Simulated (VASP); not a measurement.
Set up this calculation in VASP 6.6.1, as the native input.

```
Task                   : single point
Functional             : PBE
Potentials or basis    : VASP PAW PBE potentials, release 64 (C_h, O_h)
Cutoff                 : 1340 eV
k mesh                 : 4 × 4 × 4
Occupations            : fermi-dirac, width 0.02 eV
Spin                   : no spin polarisation
Dipole correction      : no
Further INCAR settings : ALGO = Normal; EDIFF = 1e-06; NBANDS = 44
```

The structure of CO2 lies in POSCAR:

```
CO2
1.0
    5.6200000000      0.0000000000      0.0000000000
    0.0000000000      5.6200000000      0.0000000000
    0.0000000000      0.0000000000      5.6200000000
C O
4 8
Direct
    0.0000000000      0.0000000000      0.0000000000
    0.5000000000      0.0000000000      0.5000000000
    0.5000000000      0.5000000000      0.0000000000
    0.0000000000      0.5000000000      0.5000000000
    0.1200165072      0.1200165072      0.1200165072
    0.3799834928      0.8799834928      0.6200165072
    0.6200165072      0.3799834928      0.8799834928
    0.8799834928      0.6200165072      0.3799834928
    0.8799834928      0.8799834928      0.8799834928
    0.6200165072      0.1200165072      0.3799834928
    0.3799834928      0.6200165072      0.1200165072
    0.1200165072      0.3799834928      0.6200165072
```

The input as run:

INCAR

```
PREC = Accurate ; ENCUT = 1340
EDIFF = 1E-6 ; ISMEAR = -1
SIGMA = 0.02 ; LREAL = F
LASPH = T ; NELM = 120
ALGO = Normal ; ISIF = 2
LWAVE = F ; LCHARG = F
GGA = PE ; NBANDS = 44
GGA_COMPAT = F
```

KPOINTS

```
regular mesh
0
Gamma
  4 4 4
```

Potentials or basis: VASP PAW PBE potentials, release 64 (C_h, O_h).

Run with:

```bash
$ cat potpaw_PBE.64/C_h/POTCAR potpaw_PBE.64/O_h/POTCAR > POTCAR
$ mpirun -np 1 vasp_std > vasp.out
```

It gave:

The pressure is 1.1 GPa and the largest force is 0.019 eV/Å. The band gap on the k mesh is 6.79 eV.

Caveat: this functional lacks dispersion, which holds the molecules together, so the pressure and a relaxed volume are unreliable.

It took 3 min on 1 thread of Intel(R) Xeon(R) 6975P-C (Granite Rapids), with other jobs on the host, peak memory 0.82 GiB.
